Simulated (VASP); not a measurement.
Runs of VASP 6.6.1 on BN. The structure is that of space group F-43m (No. 216), or close to it. The cells are those of the table. 

| cell | gap on the mesh (eV) | pressure (GPa) |
| --- | --- | --- |
| a = 2.494, b = 2.448 Å, angles 60.6, 58.8, 60.6°, 2 atoms | (a) | 45.6 |
| a = 2.643 Å, angles 60.0°, 2 atoms | (c) | -28.8 |
| a = 2.679, b = 2.630 Å, angles 60.6, 58.8, 60.6°, 2 atoms | 4.03 | (d) |
| a = 2.598, b = 2.502 Å, angles 61.2, 57.6, 61.2°, 2 atoms | 3.80 | 0.2 |
| a = 2.628, b = 2.675 Å, angles 59.4, 61.2, 59.4°, 2 atoms | 3.78 | -28.8 |
| a = 2.640, b = 2.592 Å, angles 60.6, 58.8, 60.6°, 2 atoms | 4.07 | -22.7 |
| a = 2.618, b = 2.522 Å, angles 61.2, 57.6, 61.2°, 2 atoms | 3.78 | (b) |
| a = 2.442, b = 2.486 Å, angles 59.4, 61.2, 59.4°, 2 atoms | 3.87 | 60.5 |

Alike in all rows: task single point; level PBE; potentials or basis VASP PAW PBE potentials, release 64 (B, N); no spin polarisation; k mesh 12 × 12 × 12; cutoff (eV) 520; smearing gaussian 0.05 eV.

Estimate the missing entries.

(a) 4.19; (b) -8.3; (c) 4.35; (d) -34.2.

A k mesh can miss the band edges.
